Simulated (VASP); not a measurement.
Input of a VASP 6.6.1 run:

INCAR

```
ALGO     = Normal         # electronic algorithm
EDIFF    = 1E-6           # SCF threshold, eV
ENCUT    = 520            # plane-wave cutoff, eV
GGA      = PE             # functional
ISIF     = 2              # what is computed and relaxed
ISMEAR   = 0              # smearing method
LASPH    = T              # aspherical terms in the spheres
LCHARG   = T              # write CHGCAR
LELF     = T              # ELF
LREAL    = F              # projectors in reciprocal space
LVHAR    = T            
LWAVE    = F              # write WAVECAR
NBANDS   = 36             # bands
NELM     = 80             # most SCF steps
PREC     = Accurate       # precision mode
SIGMA    = 0.02           # smearing width, eV
```

KPOINTS

```
k-points
0
Gamma
  6 6 4
```

The input POSCAR:

```
Zn2CdTe3
1.0
    4.5583969193      0.0000000000      0.0000000000
   -2.2791984597      3.9476875327      0.0000000000
    0.0000000000      0.0000000000     11.1996172212
Zn Cd Te
2 1 3
Direct
    0.3333333333      0.6666666667      0.6603168259
    0.6666666667      0.3333333333      0.3398615732
    0.0000000000      0.0000000000      0.9976775678
    0.0000000000      0.0000000000      0.7380875075
    0.3333333333      0.6666666667      0.4170225581
    0.6666666667      0.3333333333      0.0970339676
```

Potentials or basis: VASP PAW PBE potentials, release 64 (Zn, Cd, Te).

Run with:

```sh
$ cat potpaw_PBE.64/Zn/POTCAR potpaw_PBE.64/Cd/POTCAR potpaw_PBE.64/Te/POTCAR > POTCAR
$ mpirun -np 1 vasp_std > vasp.out
```

(1) Predict the largest force.

(2) Predict the band gap on the k mesh.

(3) What does it give for the pressure?

Answers

(1) 0.008 eV/Å.

(2) 0.53 eV, direct.

(3) -1.9 GPa.

Caveat: spin-orbit coupling is left out, which moves the levels of the heavy elements.
